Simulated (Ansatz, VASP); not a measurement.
One calculation of In5Sb2As3, two programs

```
CELL_PARAMETERS angstrom
6.61406 0.00000 -0.02996
0.00000 5.38919 0.00000
-0.29848 0.00000 7.35086
ATOMIC_POSITIONS crystal
In 0.96397 0.00000 0.06439
In 0.38065 0.00000 0.23207
In 0.77090 0.00000 0.45463
In 0.17515 0.00000 0.64724
In 0.57822 0.00000 0.84525
Sb 0.28056 0.50000 0.43377
Sb 0.08944 0.50000 0.86372
As 0.85665 0.50000 0.28584
As 0.69746 0.50000 0.59850
As 0.45700 0.50000 0.07459
```

Alike in both runs: functional PBE; k mesh 4 × 4 × 4; occupations gaussian, width 0.1 eV; no spin polarisation.

Ansatz relaxed the structure, and its values are those at the end. VASP's run is a single point on that final structure, the one shown.

```csv
,VASP,Ansatz
version,VASP 6.6.1,Ansatz 0.2.0
potentials or method,"VASP PAW PBE potentials, release 64 (In_d, Sb, As), cutoff 520 eV","scalar-relativistic, plane waves, PAW"
valence electrons in the cell,90,140
```

```tsv
	VASP	Ansatz	Ansatz less VASP
gap on the k mesh at the Fermi level (eV)	none	none	-
pressure (GPa)	0.0	0.0	0.00
rms of the force components (eV/Å)	0.006	0.003	-0.0034
```

A gap of «none» marks a metal or a gap that the smearing closes. VASP's potentials hold 90 valence electrons a cell and Ansatz's 140, so a difference there can come from the potentials and not from the codes.

Neither program's run includes spin-orbit coupling.
